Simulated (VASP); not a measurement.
# VO2 (P4_2/mnm) in VASP: notebook

VO2 is run at these levels: PBE; tasks: single point.

All numbers are computed with VASP 6.6.1; they aren't measurements. Logs are shortened: lines on timing, memory, paths and dates and some standing lists are left out, and cuts for length are marked.

## (1) The cell of the first run

The structure is tetragonal, space group P4_2/mnm (No. 136). The conventional cell has a = 4.583 Å, b = 4.583 Å, c = 2.838 Å, α = 90.00°, β = 90.00°, γ = 90.00°. Within 2.5 Å of V (site symmetry mmm) lie 6 O at 1.92 to 1.94 Å. Within 2.5 Å of O (site symmetry m2m) lie 3 V at 1.92 to 1.94 Å.

## (2) Single point, PBE, collinear spin, ferromagnetic start

The input, INCAR:

```
SYSTEM = VO2
ALGO = Normal
EDIFF = 1E-6
ENCUT = 600
GGA = PE
GGA_COMPAT = .FALSE.
ISIF = 2
ISMEAR = 0
ISPIN = 2
LASPH = .TRUE.
LCHARG = .FALSE.
LMAXMIX = 4
LORBIT = 11
LREAL = .FALSE.
LWAVE = .FALSE.
MAGMOM = 1 1 0 0 0 0
NBANDS = 38
NELM = 200
PREC = Accurate
SIGMA = 0.05
```

The input, KPOINTS:

```
k-points
0
G
  6 6 10
  0 0 0
```

The input, POSCAR:

```
VO2
1.0
    4.5831750823      0.0000000000      0.0000000000
    0.0000000000      4.5831750823      0.0000000000
    0.0000000000      0.0000000000      2.8384132980
V O
2 4
Direct
    0.0000000000      0.0000000000      0.0000000000
    0.5000000000      0.5000000000      0.5000000000
    0.3000128630      0.3000128630      0.0000000000
    0.1999871370      0.8000128630      0.5000000000
    0.6999871370      0.6999871370      0.0000000000
    0.8000128630      0.1999871370      0.5000000000
```

Potentials or basis: VASP PAW PBE potentials, release 64 (V_sv, O).

On the command line:

```console
$ cat potpaw_PBE.64/V_sv/POTCAR potpaw_PBE.64/O/POTCAR > POTCAR
$ mpirun -np 1 vasp_std > vasp.out
```

OUTCAR:

```text
SYSTEM = VO2
   EDIFF = 1E-6
   ENCUT = 600
   GGA = PE
   ISIF = 2
   ISMEAR = 0
   ISPIN = 2
   LASPH = .TRUE.
   LORBIT = 11
   LREAL = .FALSE.
   NELM = 200
   PREC = Accurate

 ion  position               nearest neighbor table
   1  0.000  0.000  0.000-   4 1.92   6 1.92   4 1.92   6 1.92   5 1.94   3 1.94
   2  0.500  0.500  0.500-   3 1.92   5 1.92   3 1.92   5 1.92   4 1.94   6 1.94
   3  0.300  0.300  0.000-   2 1.92   2 1.92   1 1.94
   4  0.200  0.800  0.500-   1 1.92   1 1.92   2 1.94
   5  0.700  0.700  0.000-   2 1.92   2 1.92   1 1.94
   6  0.800  0.200  0.500-   1 1.92   1 1.92   2 1.94

  LATTYP: Found a simple tetragonal cell.
 ALAT       =     4.5831750823
 C/A-ratio  =     0.6193115574

  Lattice vectors:

 A1 = (   4.5831750823,   0.0000000000,   0.0000000000)
 A2 = (   0.0000000000,   4.5831750823,   0.0000000000)
 A3 = (   0.0000000000,   0.0000000000,   2.8384132980)

Analysis of symmetry for initial positions (statically):
=====================================================================
 Subroutine PRICEL returns:
 Original cell was already a primitive cell.

 Routine SETGRP: Setting up the symmetry group for a
 simple tetragonal supercell.

 Subroutine GETGRP returns: Found 16 space group operations
 (whereof  8 operations were pure point group operations)
 out of a pool of 16 trial point group operations.

The static configuration has the point symmetry D_2h.
 The point group associated with its full space group is D_4h.

Analysis of symmetry for dynamics (positions and initial velocities):
=====================================================================
 Subroutine PRICEL returns:
 Original cell was already a primitive cell.

 Routine SETGRP: Setting up the symmetry group for a
 simple tetragonal supercell.

 Subroutine GETGRP returns: Found 16 space group operations
 (whereof  8 operations were pure point group operations)
 out of a pool of 16 trial point group operations.

The dynamic configuration has the point symmetry D_2h.
 The point group associated with its full space group is D_4h.

Analysis of structural, dynamic, and magnetic symmetry:
=====================================================================
 Subroutine PRICEL returns:
 Original cell was already a primitive cell.

 Routine SETGRP: Setting up the symmetry group for a
 simple tetragonal supercell.

 Subroutine GETGRP returns: Found 16 space group operations
 (whereof  8 operations were pure point group operations)
 out of a pool of 16 trial point group operations.

The overall configuration has the point symmetry D_2h.
 The point group associated with its full space group is D_4h.

 Subroutine INISYM returns: Found 16 space group operations
 (whereof  8 operations are pure point group operations),
 and found     1 'primitive' translations

----------------------------------------------------------------------------------------

                                     Primitive cell

  volume of cell :      59.6223

  direct lattice vectors                    reciprocal lattice vectors
     4.583175082  0.000000000  0.000000000     0.218189352  0.000000000  0.000000000
     0.000000000  4.583175082  0.000000000     0.000000000  0.218189352  0.000000000
     0.000000000  0.000000000  2.838413298     0.000000000  0.000000000  0.352309511

  length of vectors
     4.583175082  4.583175082  2.838413298     0.218189352  0.218189352  0.352309511

  position of ions in fractional coordinates (direct lattice)
     0.000000000  0.000000000  0.000000000
     0.500000000  0.500000000  0.500000000
     0.300012863  0.300012863  0.000000000
     0.199987137  0.800012863  0.500000000
     0.699987137  0.699987137  0.000000000
     0.800012863  0.199987137  0.500000000

  ion indices of the primitive-cell ions
   primitive index   ion index
                 1           1
                 2           2
                 3           3
                 4           4
                 5           5
                 6           6

----------------------------------------------------------------------------------------

 KPOINTS: k-points

Automatic generation of k-mesh.
 Grid dimensions read from file:
 generate k-points for:    6    6   10

 Generating k-lattice:

  Cartesian coordinates                     Fractional coordinates (reciprocal lattice)
     0.036364892  0.000000000  0.000000000     0.166666667  0.000000000  0.000000000
     0.000000000  0.036364892  0.000000000     0.000000000  0.166666667  0.000000000
     0.000000000  0.000000000  0.035230951     0.000000000  0.000000000  0.100000000

  Length of vectors
     0.036364892  0.036364892  0.035230951

  Shift w.r.t. Gamma in fractional coordinates (k-lattice)
     0.000000000  0.000000000  0.000000000

 Subroutine IBZKPT returns following result:
 ===========================================

 Found     60 irreducible k-points:

 Following reciprocal coordinates:
            Coordinates               Weight
  0.000000  0.000000  0.000000      1.000000
  0.166667  0.000000  0.000000      4.000000
  0.333333  0.000000  0.000000      4.000000
  0.500000  0.000000  0.000000      2.000000
  0.166667  0.166667  0.000000      4.000000
  0.333333  0.166667  0.000000      8.000000
[... 16 lines left out ...]
  0.333333  0.000000  0.200000      8.000000
  0.500000  0.000000  0.200000      4.000000
 [... further k-points ...]
   k-points           NKPTS =     60   k-points in BZ     NKDIM =     60   number of bands    NBANDS=     38
   number of dos      NEDOS =    301   number of ions     NIONS =      6
   total plane-waves  NPLWV =  38400
   dimension x,y,z NGX =    40 NGY =   40 NGZ =   24
   dimension x,y,z NGXF=    80 NGYF=   80 NGZF=   48
   ions per type =               2   4
   NGX,Y,Z   is equivalent  to a cutoff of  14.51, 14.51, 14.06 a.u.
   NGXF,Y,Z  is equivalent  to a cutoff of  29.02, 29.02, 28.11 a.u.
 SYSTEM =  VO2
   PREC   = accura    normal or accurate (medium, high low for compatibility)
   ISTART =      0    job   : 0-new  1-cont  2-samecut
   ICHARG =      2    charge: 1-file 2-atom 10-const
   ISPIN  =      2    spin polarized calculation?
   LNONCOLLINEAR =      F non collinear calculations
   LSORBIT =      F    spin-orbit coupling
   LASPH  =      T    aspherical Exc in radial PAW
   ENCUT  =  600.0 eV  44.10 Ry    6.64 a.u.   9.15  9.15  5.67*2*pi/ulx,y,z
   NELM   =    200;   NELMIN=  2; NELMDL= -5     # of ELM steps
   EDIFF  = 0.1E-05   stopping-criterion for ELM
   LREAL  =      F    real-space projection
   EDIFFG = 0.1E-04   stopping-criterion for IOM
   NSW    =      0    number of steps for IOM
   IBRION =     -1    ionic relax: 0-MD 1-quasi-New 2-CG
   NFREE  =      0    steps in history (QN), initial steepest desc. (CG)
   ISIF   =      2    stress and relaxation
   ISYM   =      2    0-nonsym 1-usesym 2-fastsym
   POTIM  = 0.5000    time-step for ionic-motion
   TEBEG  =    0.0;   TEEND  =   0.0 temperature during run
   PSTRESS=    0.0 pullay stress
   NELECT =      50.0000    total number of electrons
   NUPDOWN=      -1.0000    fix difference up-down
   EMIN   =  10.00;   EMAX   =-10.00  energy-range for DOS
   EFERMI =   0.00;   METHOD = LEGACY
   ISMEAR =     0;   SIGMA  =   0.05  broadening in eV -4-tet -1-fermi 0-gaus
   EFERMI_NEDOS =   21; number of points for ismear=-14 and -15
   IALGO  =     38    algorithm
   IMIX   =      4    mixing-type and parameters
     AMIX     =   0.40;   BMIX     =  1.00
     AMIX_MAG =   1.60;   BMIX_MAG =  1.00
  volume/ion in A,a.u.               =       9.94        67.06
  Fermi-wavevector in a.u.,A,eV,Ry     =   1.543815  2.917388 32.427656  2.383365
  Thomas-Fermi vector in A             =   2.649425
   LORBIT       =     11    0 simple, 1 ext, 2 COOP (PROOUT), +10 PAW based schemes
   GGA     = PE    functional components
   LHFCALC =     F    Hartree Fock is set to
   AEXX    =    0.0000 exact exchange contribution
   IVDW    =     0    specifies the selected vdW correction
   LEPSILON=     F    determine dielectric tensor
   LRPA    =     F    only Hartree local field effects (RPA)
 spin polarized calculation
 Gauss-broadening in eV      SIGMA  =   0.05
  energy-cutoff  :      600.00
  volume of cell :       59.62
 maximum number of plane-waves:      2006
 NGX is ok and might be reduce to    40
   NGX = 19   NGY = 19   NGZ = 11

 number of electron      50.0000000 magnetization       2.0000140

 Free energy of the ion-electron system (eV)
  ---------------------------------------------------
  ext. energy  EPLUGINS =         0.00000000
  ---------------------------------------------------
  free energy    TOTEN  =       -51.97078885 eV

  energy without entropy =      -51.96783648  energy(sigma->0) =      -51.96931266

 E-fermi :   6.1874     XC(G=0): -11.7149

 val. band max:        6.1717621653   @ k =   0.5000   0.5000   0.2000
 cond. band min:       6.1884172603   @ k =   0.5000   0.3333   0.3000
 fundamental gap:      0.0166550950
 Fermi energy:         6.1874420371

 spin component 1

 k-point     1 :       0.0000    0.0000    0.0000
  band No.  band energies     occupation
      1     -59.9103      1.00000
      2     -59.9017      1.00000
      3     -33.7373      1.00000
      4     -33.7373      1.00000
      5     -33.6600      1.00000
      6     -33.6550      1.00000
[... 29 lines left out ...]
     36      16.6552      0.00000
     37      16.6552      0.00000

 k-point     2 :       0.1667    0.0000    0.0000
  band No.  band energies     occupation
      1     -59.9097      1.00000
      2     -59.9022      1.00000
      3     -33.7322      1.00000
      4     -33.7318      1.00000
      5     -33.6608      1.00000
      6     -33.6605      1.00000
[... 29 lines left out ...]
     36      16.5880      0.00000
     37      16.8390      0.00000
[... 838 lines left out ...]
     36      17.1522      0.00000
     37      18.6980      0.00000

 k-point    24 :       0.5000    0.0000    0.2000
  band No.  band energies     occupation
      1     -59.8944      1.00000
      2     -59.8944      1.00000
      3     -33.7748      1.00000
      4     -33.7748      1.00000
      5     -33.6792      1.00000
      6     -33.6792      1.00000
[... 29 lines left out ...]
     36      16.1820      0.00000
     37      19.4417      0.00000

 [... further k-points ...]

 spin component 2

 k-point     1 :       0.0000    0.0000    0.0000
  band No.  band energies     occupation
      1     -58.8054      1.00000
      2     -58.7962      1.00000
      3     -32.6445      1.00000
      4     -32.6445      1.00000
      5     -32.5945      1.00000
      6     -32.5751      1.00000
[... 29 lines left out ...]
     36      16.9198      0.00000
     37      16.9198      0.00000

 k-point     2 :       0.1667    0.0000    0.0000
  band No.  band energies     occupation
      1     -58.8048      1.00000
      2     -58.7968      1.00000
      3     -32.6389      1.00000
      4     -32.6385      1.00000
      5     -32.5931      1.00000
      6     -32.5764      1.00000
[... 29 lines left out ...]
     36      16.8208      0.00000
     37      17.1094      0.00000
[... 838 lines left out ...]
     36      17.2748      0.00000
     37      18.9761      0.00000

 k-point    24 :       0.5000    0.0000    0.2000
  band No.  band energies     occupation
      1     -58.7887      1.00000
      2     -58.7887      1.00000
      3     -32.7155      1.00000
      4     -32.7155      1.00000
      5     -32.5799      1.00000
      6     -32.5799      1.00000
[... 29 lines left out ...]
     36      16.2861      0.00000
     37      19.7213      0.00000

 [... further k-points ...]

 [bands above 37 left out]

------------------------ aborting loop because EDIFF is reached ----------------------------------------

  FORCE on cell =-STRESS in cart. coord.  units (eV):
  Direction    XX          YY          ZZ          XY          YZ          ZX
  --------------------------------------------------------------------------------------
  -------------------------------------------------------------------------------------
  Total        0.2166313      0.2166313      0.3388106     -0.0000000      0.0000000      0.0000000
  in kB        5.8213445      5.8213445      9.1045609     -0.0000000      0.0000000      0.0000000
  external PRESSURE =       6.9157500 kB  Pullay stress =       0.0000000 kB

 VOLUME and BASIS-vectors are now :
 -----------------------------------------------------------------------------
  energy-cutoff  :      600.00
  volume of cell :       59.62
      direct lattice vectors                 reciprocal lattice vectors
     4.583175082  0.000000000  0.000000000     0.218189352  0.000000000  0.000000000
     0.000000000  4.583175082  0.000000000     0.000000000  0.218189352  0.000000000
     0.000000000  0.000000000  2.838413298     0.000000000  0.000000000  0.352309511

 POSITION                                       TOTAL-FORCE (eV/Angst)
 -----------------------------------------------------------------------------------
      0.00000      0.00000      0.00000         0.000000      0.000000      0.000000
      2.29159      2.29159      1.41921         0.000000      0.000000      0.000000
      1.37501      1.37501      0.00000        -0.021107     -0.021107     -0.000000
      0.91658      3.66660      1.41921         0.021107     -0.021107      0.000000
      3.20816      3.20816      0.00000         0.021107      0.021107      0.000000
      3.66660      0.91658      1.41921        -0.021107      0.021107      0.000000
 -----------------------------------------------------------------------------------
    total drift:                               -0.000000     -0.000000     -0.000000

  FREE ENERGIE OF THE ION-ELECTRON SYSTEM (eV)
  ---------------------------------------------------
  free  energy   TOTEN  =       -51.9707888469 eV

  energy  without entropy=      -51.9678364801  energy(sigma->0) =      -51.96931266

 total charge

# of ion       s       p       d       tot
------------------------------------------
    1        2.281   6.333   2.903  11.517
    2        2.281   6.333   2.903  11.517
    3        1.569   3.475   0.000   5.044
    4        1.569   3.475   0.000   5.044
    5        1.569   3.475   0.000   5.044
    6        1.569   3.475   0.000   5.044
--------------------------------------------------
tot         10.837  26.566   5.807  43.210

 magnetization (x)

# of ion       s       p       d       tot
------------------------------------------
    1        0.013   0.012   1.025   1.050
    2        0.013   0.012   1.025   1.050
    3       -0.002  -0.052   0.000  -0.054
    4       -0.002  -0.052   0.000  -0.054
    5       -0.002  -0.052   0.000  -0.054
    6       -0.002  -0.052   0.000  -0.054
--------------------------------------------------
tot          0.018  -0.183   2.051   1.886
```

Wall time 3 min (1 thread of Intel Xeon Platinum 8559C (Emerald Rapids), shared host); peak memory 0.37 GiB.

What came out:

| Property | Result |
| --- | --- |
| Free energy | -51.9708 eV |
| Pressure | 0.7 GPa |
| Largest force | 0.030 eV/Å |
| Band gap on the k mesh | zero (filled and empty bands overlap) |
| Net moment | 2.00 μB per cell |
| Site moments | V +1.05; O -0.05 μB |
| Valence electrons inside the program's atomic spheres | V 11.52; O 5.04 |

Forces on the atoms (eV/Å):
```
V    0.000  0.000  0.000
V    0.000  0.000  0.000
O   -0.021 -0.021  0.000
O    0.021 -0.021  0.000
O    0.021  0.021  0.000
O   -0.021  0.021  0.000
```

Levels at points of the mesh, in eV from the Fermi level:
Spin up:
| k point | band 23 | band 24 | band 25 | band 26 | band 27 | band 28 | band 29 | band 30 |
| --- | --- | --- | --- | --- | --- | --- | --- | --- |
| (0.00, 0.00, 0.00) | -1.92 | -1.52 | -1.03 | -0.79 | -0.35 | -0.35 | -0.23 | 1.77 |
| (0.50, 0.00, 0.00) | -2.18 | -2.18 | -0.33 | -0.33 | 0.26 | 0.26 | 0.97 | 0.97 |
| (0.50, 0.50, 0.00) | -2.69 | -2.69 | -1.00 | -1.00 | -0.33 | -0.33 | 1.36 | 1.36 |
| (0.00, 0.00, 0.50) | -3.12 | -3.12 | 0.38 | 0.38 | 0.56 | 0.56 | 1.01 | 1.01 |
| (0.50, 0.00, 0.50) | -2.48 | -2.48 | -0.85 | -0.85 | 0.54 | 0.54 | 1.28 | 1.28 |
| (0.50, 0.50, 0.50) | -2.24 | -2.24 | 0.07 | 0.07 | 0.43 | 0.43 | 0.55 | 0.55 |
Spin down:
```
           k point  band 22  band 23  band 24  band 25  band 26  band 27
(0.00, 0.00, 0.00)    -2.01    -2.01    -1.51     0.18     0.22     0.82
(0.50, 0.00, 0.00)    -3.06    -2.26    -2.26     0.77     0.77     1.48
(0.50, 0.50, 0.00)    -2.80    -2.75    -2.75     0.13     0.13     0.96
(0.00, 0.00, 0.50)    -3.86    -3.08    -3.08     1.36     1.36     1.74
(0.50, 0.00, 0.50)    -3.59    -2.59    -2.59     0.33     0.33     1.72
(0.50, 0.50, 0.50)    -2.85    -2.25    -2.25     1.04     1.04     1.47
```

Caveat: semilocal functionals often make such compounds metallic where correlation or magnetic order opens a gap, which also shifts bond lengths. With open d or f shells a metallic result of PBE can be an artefact of self-interaction; +U or a hybrid may open a gap.

## (3) Single point, PBE, collinear spin, ferromagnetic start

The input, INCAR:

```
SYSTEM = VO2
PREC = Accurate
ENCUT = 600
EDIFF = 1E-6
ISMEAR = 0
SIGMA = 0.05
LREAL = .False.
LASPH = .True.
NELM = 200
ALGO = Normal
ISIF = 2
LWAVE = .False.
LCHARG = .False.
ISPIN = 2
MAGMOM = 0.92 0.92 0 0 0 0
LORBIT = 11
LMAXMIX = 4
GGA = PE
NBANDS = 38
GGA_COMPAT = .False.
```

The input, KPOINTS:

```
Automatic mesh
0
Gamma
  6 6 10
  0 0 0
```

POSCAR is that of step 2.

Potentials or basis: VASP PAW PBE potentials, release 64 (V_sv, O).

On the command line:

```console
$ cat potpaw_PBE.64/V_sv/POTCAR potpaw_PBE.64/O/POTCAR > POTCAR
$ mpirun -np 1 vasp_std > vasp.out
```

It took 3.3 min on 1 thread of Intel Xeon 6975P-C (Granite Rapids), shared host; peak memory 0.36 GiB.

It converged, with:

* Free energy: -51.9708 eV
* Pressure: 0.7 GPa
* Largest force: 0.030 eV/Å
* Band gap on the k mesh: zero (filled and empty bands overlap)
* Net moment: 2.00 μB per cell
* Site moments: V +1.05; O -0.05 μB
* Valence electrons inside the program's atomic spheres: V 11.52; O 5.04

Forces on the atoms (eV/Å):
```
V    0.000  0.000  0.000
V    0.000  0.000  0.000
O   -0.021 -0.021  0.000
O    0.021 -0.021  0.000
O    0.021  0.021  0.000
O   -0.021  0.021  0.000
```

Stress tensor (GPa, compression positive):
```
0.57 0.00 0.00
0.00 0.57 0.00
0.00 0.00 0.90
```

Levels at points of the mesh, in eV from the Fermi level:
Spin up:
```tsv
k point	band 23	band 24	band 25	band 26	band 27	band 28	band 29	band 30
(0.00, 0.00, 0.00)	-1.92	-1.52	-1.03	-0.79	-0.35	-0.35	-0.23	1.77
(0.50, 0.00, 0.00)	-2.18	-2.18	-0.33	-0.33	0.26	0.26	0.97	0.97
(0.50, 0.50, 0.00)	-2.69	-2.69	-1.00	-1.00	-0.33	-0.33	1.36	1.36
(0.00, 0.00, 0.50)	-3.12	-3.12	0.38	0.38	0.56	0.56	1.01	1.01
(0.50, 0.00, 0.50)	-2.48	-2.48	-0.85	-0.85	0.54	0.54	1.28	1.28
(0.50, 0.50, 0.50)	-2.24	-2.24	0.07	0.07	0.43	0.43	0.55	0.55
```
Spin down:
```tsv
k point	band 20	band 21	band 22	band 23	band 24	band 25	band 26	band 27	band 28	band 29
(0.00, 0.00, 0.00)	-3.43	-2.12	-2.01	-2.01	-1.51	0.18	0.22	0.82	0.94	0.94
(0.50, 0.00, 0.00)	-4.78	-3.06	-3.06	-2.26	-2.26	0.77	0.77	1.48	1.48	1.95
(0.50, 0.50, 0.00)	-3.82	-2.80	-2.80	-2.75	-2.75	0.13	0.13	0.96	0.96	2.24
(0.00, 0.00, 0.50)	-4.69	-3.86	-3.86	-3.08	-3.08	1.36	1.36	1.74	1.74	1.95
(0.50, 0.00, 0.50)	-4.07	-3.59	-3.59	-2.59	-2.59	0.33	0.33	1.72	1.72	2.18
(0.50, 0.50, 0.50)	-4.66	-2.85	-2.85	-2.25	-2.25	1.04	1.04	1.47	1.47	1.76
```

Caveat: semilocal functionals often make such compounds metallic where correlation or magnetic order opens a gap, which also shifts bond lengths.
